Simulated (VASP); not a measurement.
Input of a VASP 6.6.1 run:

Contents of INCAR:

```
SYSTEM = TiTe2
PREC     = Accurate       ! precision mode
ENCUT    = 520            ! plane-wave cutoff, eV
EDIFF    = 1E-7           ! SCF threshold, eV
ISMEAR   = -1             ! smearing method
SIGMA    = 0.03           ! smearing width, eV
LREAL    = .False.        ! projectors in reciprocal space
LASPH    = .True.         ! aspherical terms in the spheres
NELM     = 100            ! most SCF steps
ALGO     = Normal         ! electronic algorithm
ISIF     = 2              ! what is computed and relaxed
LWAVE    = .False.        ! write WAVECAR
LCHARG   = .False.        ! write CHGCAR
GGA      = PS             ! functional
NBANDS   = 19             ! bands
```

File KPOINTS:

```
Automatic mesh
0
Gamma
  13 13 7
  0 0 0
```

File POSCAR:

```
TiTe2
1.0
    3.7392308787      0.0000000000      0.0000000000
   -1.8696154394      3.2382689316      0.0000000000
    0.0000000000      0.0000000000      6.4980000000
Ti Te
1 2
Direct
    0.0000000000      0.0000000000      0.0000000000
    0.6666666667      0.3333333333      0.2628000000
    0.3333333333      0.6666666667      0.7372000000
```

Potentials or basis: VASP PAW PBE potentials, release 64 (Ti_sv, Te).

The run is started by

```sh
$ cat potpaw_PBE.64/Ti_sv/POTCAR potpaw_PBE.64/Te/POTCAR > POTCAR
$ mpirun -np 1 vasp_std > vasp.out
```

(1) Estimate the largest force.

(2) Estimate the pressure.

Answers

(1) 0.040 eV/Å.

(2) -1.0 GPa.

Caveat: the cell differs from its parent crystal (equal xx and yy strain of -1 %); the PAW data sets were made with another functional, which shifts forces and pressure a little; this functional lacks dispersion, which binds the layers, so the pressure and a relaxed spacing across them are unreliable.
